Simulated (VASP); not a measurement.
# InSb (F-43m) in VASP: a series of runs

Runs on InSb. Level: HSE06. Tasks: single point.

Program: VASP 6.6.1. These are calculated values, not measurements. Logs are shortened: lines on timing, memory, paths and dates and some standing lists are left out, and cuts for length are marked.

### 1 The cell of the first run

The structure is cubic, space group F-43m (No. 216). The conventional cell has a = 6.553 Å, b = 6.553 Å, c = 6.553 Å, α = 90.00°, β = 90.00°, γ = 90.00°. Within 3.7 Å of In (site symmetry -43m) lie 4 Sb at 2.84 Å. Sb (site symmetry -43m) has 4 In at 2.84 Å within 3.7 Å.

### 2 Single point, HSE06

POSCAR

```
InSb
1.0
    0.0000000000      3.2764965288      3.2764965288
    3.2764965288      0.0000000000      3.2764965288
    3.2764965288      3.2764965288      0.0000000000
In Sb
1 1
Direct
    0.0000000000      0.0000000000      0.0000000000
    0.2500000000      0.2500000000      0.2500000000
```

INCAR.step1

```
  ALGO = Normal
  EDIFF = 1E-5
  ENCUT = 400
  GGA = PE
  GGA_COMPAT = F
  ISIF = 2
  ISMEAR = -1
  LASPH = T
  LCHARG = F
  LREAL = F
  LWAVE = T
  NBANDS = 21
  NELM = 120
  PREC = Accurate
  SIGMA = 0.02
```

INCAR.step2

```
  ALGO = Normal
  EDIFF = 1E-6
  ENCUT = 400
  GGA = PE
  GGA_COMPAT = F
  HFSCREEN = 0.2079
  ISIF = 2
  ISMEAR = -1
  ISTART = 1
  LASPH = T
  LCHARG = F
  LHFCALC = T
  LREAL = F
  LWAVE = F
  NBANDS = 21
  NELM = 120
  PREC = Accurate
  PRECFOCK = Normal
  SIGMA = 0.02
```

KPOINTS

```
k-points
0
Gamma
  4 4 4
```

Potentials or basis: VASP PAW PBE potentials, release 64 (In_d, Sb_d_GW).

On the command line:

```
cat potpaw_PBE.64/In_d/POTCAR potpaw_PBE.64/Sb_d_GW/POTCAR > POTCAR
cp INCAR.step1 INCAR
mpirun -np 1 vasp_std > vasp.out
cp INCAR.step2 INCAR
mpirun -np 1 vasp_std > vasp.out
```

OUTCAR:

```text
EDIFF = 1E-6
   ENCUT = 400
   GGA = PE
   HFSCREEN = 0.2079
   ISIF = 2
   ISMEAR = -1
   ISTART = 1
   LASPH = T
   LHFCALC = T
   LREAL = F
   NELM = 120
   PREC = Accurate
   PRECFOCK = Normal

 ion  position               nearest neighbor table
   1  0.000  0.000  0.000-   2 2.84   2 2.84   2 2.84   2 2.84
   2  0.250  0.250  0.250-   1 2.84   1 2.84   1 2.84   1 2.84

  LATTYP: Found a face centered cubic cell.
 ALAT       =     6.5529930576

  Lattice vectors:

 A1 = (   0.0000000000,   3.2764965288,   3.2764965288)
 A2 = (   3.2764965288,   0.0000000000,   3.2764965288)
 A3 = (   3.2764965288,   3.2764965288,   0.0000000000)

Analysis of symmetry for initial positions (statically):
=====================================================================
 Subroutine PRICEL returns:
 Original cell was already a primitive cell.

 Routine SETGRP: Setting up the symmetry group for a
 face centered cubic supercell.

 Subroutine GETGRP returns: Found 24 space group operations
 (whereof 24 operations were pure point group operations)
 out of a pool of 48 trial point group operations.

The static configuration has the point symmetry T_d .

Analysis of symmetry for dynamics (positions and initial velocities):
=====================================================================
 Subroutine PRICEL returns:
 Original cell was already a primitive cell.

 Routine SETGRP: Setting up the symmetry group for a
 face centered cubic supercell.

 Subroutine GETGRP returns: Found 24 space group operations
 (whereof 24 operations were pure point group operations)
 out of a pool of 48 trial point group operations.

The dynamic configuration has the point symmetry T_d .

 Subroutine INISYM returns: Found 24 space group operations
 (whereof 24 operations are pure point group operations),
 and found     1 'primitive' translations

----------------------------------------------------------------------------------------

                                     Primitive cell

  volume of cell :      70.3492

  direct lattice vectors                    reciprocal lattice vectors
     0.000000000  3.276496529  3.276496529    -0.152602023  0.152602023  0.152602023
     3.276496529  0.000000000  3.276496529     0.152602023 -0.152602023  0.152602023
     3.276496529  3.276496529  0.000000000     0.152602023  0.152602023 -0.152602023

  length of vectors
     4.633665828  4.633665828  4.633665828     0.264314458  0.264314458  0.264314458

  position of ions in fractional coordinates (direct lattice)
     0.000000000  0.000000000  0.000000000
     0.250000000  0.250000000  0.250000000

  ion indices of the primitive-cell ions
   primitive index   ion index
                 1           1
                 2           2

----------------------------------------------------------------------------------------

 KPOINTS: k-points

Automatic generation of k-mesh.
 Grid dimensions read from file:
 generate k-points for:    4    4    4

 Generating k-lattice:

  Cartesian coordinates                     Fractional coordinates (reciprocal lattice)
    -0.038150506  0.038150506  0.038150506     0.250000000  0.000000000  0.000000000
     0.038150506 -0.038150506  0.038150506     0.000000000  0.250000000  0.000000000
     0.038150506  0.038150506 -0.038150506     0.000000000  0.000000000  0.250000000

  Length of vectors
     0.066078614  0.066078614  0.066078614

  Shift w.r.t. Gamma in fractional coordinates (k-lattice)
     0.000000000  0.000000000  0.000000000

 Subroutine IBZKPT returns following result:
 ===========================================

 Found      8 irreducible k-points:

 Following reciprocal coordinates:
            Coordinates               Weight
  0.000000  0.000000  0.000000      1.000000
  0.250000  0.000000  0.000000      8.000000
  0.500000  0.000000  0.000000      4.000000
  0.250000  0.250000  0.000000      6.000000
  0.500000  0.250000  0.000000     24.000000
 -0.250000  0.250000  0.000000     12.000000
  0.500000  0.500000  0.000000      3.000000
 -0.250000  0.500000  0.250000      6.000000
   k-points           NKPTS =      8   k-points in BZ     NKDIM =     64   number of bands    NBANDS=     21
   number of dos      NEDOS =    301   number of ions     NIONS =      2
   total plane-waves  NPLWV =  27000
   dimension x,y,z NGX =    30 NGY =   30 NGZ =   30
   dimension x,y,z NGXF=    60 NGYF=   60 NGZF=   60
   ions per type =               1   1
   NGX,Y,Z   is equivalent  to a cutoff of  10.76, 10.76, 10.76 a.u.
   NGXF,Y,Z  is equivalent  to a cutoff of  21.53, 21.53, 21.53 a.u.
 SYSTEM =  unknown system
   PREC   = accura    normal or accurate (medium, high low for compatibility)
   ISTART =      1    job   : 0-new  1-cont  2-samecut
   ICHARG =      0    charge: 1-file 2-atom 10-const
   ISPIN  =      1    spin polarized calculation?
   LNONCOLLINEAR =      F non collinear calculations
   LSORBIT =      F    spin-orbit coupling
   LASPH  =      T    aspherical Exc in radial PAW
   ENCUT  =  400.0 eV  29.40 Ry    5.42 a.u.   7.56  7.56  7.56*2*pi/ulx,y,z
   NELM   =    120;   NELMIN=  2; NELMDL=  0     # of ELM steps
   EDIFF  = 0.1E-05   stopping-criterion for ELM
   LREAL  =      F    real-space projection
   EDIFFG = 0.1E-04   stopping-criterion for IOM
   NSW    =      0    number of steps for IOM
   IBRION =     -1    ionic relax: 0-MD 1-quasi-New 2-CG
   NFREE  =      0    steps in history (QN), initial steepest desc. (CG)
   ISIF   =      2    stress and relaxation
   ISYM   =      3    0-nonsym 1-usesym 2-fastsym
   POTIM  = 0.5000    time-step for ionic-motion
   TEBEG  =    0.0;   TEEND  =   0.0 temperature during run
   PSTRESS=    0.0 pullay stress
   NELECT =      28.0000    total number of electrons
   NUPDOWN=      -1.0000    fix difference up-down
   EMIN   =  10.00;   EMAX   =-10.00  energy-range for DOS
   EFERMI =   0.00;   METHOD = LEGACY
   ISMEAR =    -1;   SIGMA  =   0.02  broadening in eV -4-tet -1-fermi 0-gaus
   EFERMI_NEDOS =   21; number of points for ismear=-14 and -15
   IALGO  =     38    algorithm
   IMIX   =      1    mixing-type and parameters
     AMIX     =   0.40;   BMIX     =  1.00
     AMIX_MAG =   1.60;   BMIX_MAG =  1.00
  volume/ion in A,a.u.               =      35.17       237.37
  Fermi-wavevector in a.u.,A,eV,Ry     =   1.204225  2.275656 19.730610  1.450159
  Thomas-Fermi vector in A             =   2.339957
   LORBIT       =      0    0 simple, 1 ext, 2 COOP (PROOUT), +10 PAW based schemes
   GGA     = PE    functional components
   LHFCALC =     T    Hartree Fock is set to
   PRECFOCK=normal    Normal, Fast or Accurate (Low or Medium for compatibility)
   ENCUT4O =  -1.0   cutoff for four orbital integrals eV
   NKREDX  =     1    reduce k-point grid by
   NKREDY  =     1    reduce k-point grid by
   NKREDZ  =     1    reduce k-point grid by
   AEXX    =    0.2500 exact exchange contribution
   HFSCREEN=    0.2079 screening length (either q_TF or 0.3 A-1)
   HFSCREENC=   0.2079 screening length for correlation (either q_TF or 0.3 A-1)
   ENCUTFOCK=  -1.0 apply spherical cutoff to Coloumb kernel
   IVDW    =     0    specifies the selected vdW correction
   LEPSILON=     F    determine dielectric tensor
   LRPA    =     F    only Hartree local field effects (RPA)
 non-spin polarized calculation
  energy-cutoff  :      400.00
  volume of cell :       70.35
 maximum number of plane-waves:      1298
  NGX = 24; NGY = 24; NGZ = 24

 number of electron      28.0000014 magnetization

 Free energy of the ion-electron system (eV)
  ---------------------------------------------------
  ext. energy  EPLUGINS =         0.00000000
  ---------------------------------------------------
  free energy    TOTEN  =        -8.14383760 eV

  energy without entropy =       -8.14382936  energy(sigma->0) =       -8.14383348

 E-fermi :   3.7651     XC(G=0):  -7.2571

 val. band max:        3.5993686223   @ k =   0.0000   0.0000   0.0000
 cond. band min:       3.9088953733   @ k =   0.0000   0.0000   0.0000
 fundamental gap:      0.3095267510
 Fermi energy:         3.7651228141

 k-point     1 :       0.0000    0.0000    0.0000
  band No.  band energies     occupation
      1     -27.0848      2.00000
      2     -27.0848      2.00000
      3     -27.0848      2.00000
      4     -27.0672      2.00000
      5     -27.0672      2.00000
      6     -12.7662      2.00000
[... 13 lines left out ...]
     20      12.7309      0.00000
     21      12.7309      0.00000

 k-point     2 :       0.2500    0.0000    0.0000
  band No.  band energies     occupation
      1     -27.0849      2.00000
      2     -27.0846      2.00000
      3     -27.0846      2.00000
      4     -27.0671      2.00000
      5     -27.0671      2.00000
      6     -12.7844      2.00000
[... 13 lines left out ...]
     20      11.6663      0.00000
     21      11.6663      0.00000

 k-point     3 :       0.5000    0.0000    0.0000
  band No.  band energies     occupation
      1     -27.0846      2.00000
      2     -27.0840      2.00000
      3     -27.0840      2.00000
      4     -27.0666      2.00000
      5     -27.0666      2.00000
      6     -12.8023      2.00000
[... 13 lines left out ...]
     20      13.6941      0.00000
     21      13.6941      0.00000

 k-point     4 :       0.2500    0.2500    0.0000
  band No.  band energies     occupation
      1     -27.0857      2.00000
      2     -27.0840      2.00000
      3     -27.0840      2.00000
      4     -27.0674      2.00000
      5     -27.0666      2.00000
      6     -12.8007      2.00000
[... 13 lines left out ...]
     20      13.2183      0.00000
     21      13.4228      0.00000

 k-point     5 :       0.5000    0.2500    0.0000
  band No.  band energies     occupation
      1     -27.0853      2.00000
      2     -27.0837      2.00000
      3     -27.0835      2.00000
      4     -27.0671      2.00000
      5     -27.0662      2.00000
      6     -12.8156      2.00000
[... 13 lines left out ...]
     20      13.9552      0.00000
     21      14.1615      0.00000

 k-point     6 :      -0.2500    0.2500    0.0000
  band No.  band energies     occupation
      1     -27.0846      2.00000
      2     -27.0842      2.00000
      3     -27.0840      2.00000
      4     -27.0667      2.00000
      5     -27.0667      2.00000
      6     -12.8045      2.00000
[... 13 lines left out ...]
     20      12.6324      0.00000
     21      14.3355      0.00000

 k-point     7 :       0.5000    0.5000    0.0000
  band No.  band energies     occupation
      1     -27.0864      2.00000
      2     -27.0830      2.00000
      3     -27.0830      2.00000
      4     -27.0676      2.00000
      5     -27.0658      2.00000
      6     -12.8320      2.00000
[... 13 lines left out ...]
     20      14.9702      0.00000
     21      14.9861      0.00000

 k-point     8 :      -0.2500    0.5000    0.2500
  band No.  band energies     occupation
      1     -27.0846      2.00000
      2     -27.0844      2.00000
      3     -27.0828      2.00000
      4     -27.0671      2.00000
      5     -27.0660      2.00000
      6     -12.8211      2.00000
[... 13 lines left out ...]
     20      14.4092      0.00000
     21      14.9019      0.00000

------------------------ aborting loop because EDIFF is reached ----------------------------------------

  FORCE on cell =-STRESS in cart. coord.  units (eV):
  Direction    XX          YY          ZZ          XY          YZ          ZX
  --------------------------------------------------------------------------------------
  -------------------------------------------------------------------------------------
  Total       -0.0980203     -0.0980203     -0.0980203      0.0000000      0.0000000     -0.0000000
  in kB       -2.2323771     -2.2323771     -2.2323771      0.0000000      0.0000000     -0.0000000
  external PRESSURE =      -2.2323771 kB  Pullay stress =       0.0000000 kB

 VOLUME and BASIS-vectors are now :
 -----------------------------------------------------------------------------
  energy-cutoff  :      400.00
  volume of cell :       70.35
      direct lattice vectors                 reciprocal lattice vectors
     0.000000000  3.276496529  3.276496529    -0.152602023  0.152602023  0.152602023
     3.276496529  0.000000000  3.276496529     0.152602023 -0.152602023  0.152602023
     3.276496529  3.276496529  0.000000000     0.152602023  0.152602023 -0.152602023

 POSITION                                       TOTAL-FORCE (eV/Angst)
 -----------------------------------------------------------------------------------
      0.00000      0.00000      0.00000         0.000000      0.000000      0.000000
      1.63825      1.63825      1.63825        -0.000000     -0.000000     -0.000000
 -----------------------------------------------------------------------------------
    total drift:                               -0.000002     -0.000013     -0.000022

  FREE ENERGIE OF THE ION-ELECTRON SYSTEM (eV)
  ---------------------------------------------------
  free  energy   TOTEN  =        -8.1438376024 eV

  energy  without entropy=       -8.1438293603  energy(sigma->0) =       -8.14383348
```

Run time: 11 min. Hardware: 1 thread of Intel Xeon Platinum 8259CL at 2.50GHz (Skylake/Cascade Lake), shared host; peak memory 0.3 GiB.

Results:

* Free energy: -8.1438 eV
* Pressure: -0.2 GPa
* Band gap on the k mesh: 0.31 eV

Levels at points of the mesh, in eV from the valence-band top:
| k point | band 10 | band 11 | band 12 | band 13 | band 14 | band 15 | band 16 | band 17 | band 18 | band 19 |
| --- | --- | --- | --- | --- | --- | --- | --- | --- | --- | --- |
| (0.00, 0.00, 0.00) | -16.28 | -11.53 | 0.00 | 0.00 | 0.00 | 0.31 | 3.60 | 3.60 | 3.60 | 6.48 |
| (0.50, 0.00, 0.00) | -16.28 | -10.09 | -5.93 | -1.03 | -1.03 | 1.08 | 4.48 | 4.48 | 6.84 | 9.05 |
| (0.50, 0.50, 0.00) | -16.28 | -9.44 | -6.26 | -2.34 | -2.34 | 1.90 | 1.91 | 9.04 | 9.04 | 9.61 |

Caveat: the PAW data sets were made with another functional, which shifts forces and pressure a little; spin-orbit coupling is left out, which moves the levels of the heavy elements.

(Continued in part 2 of 2.)
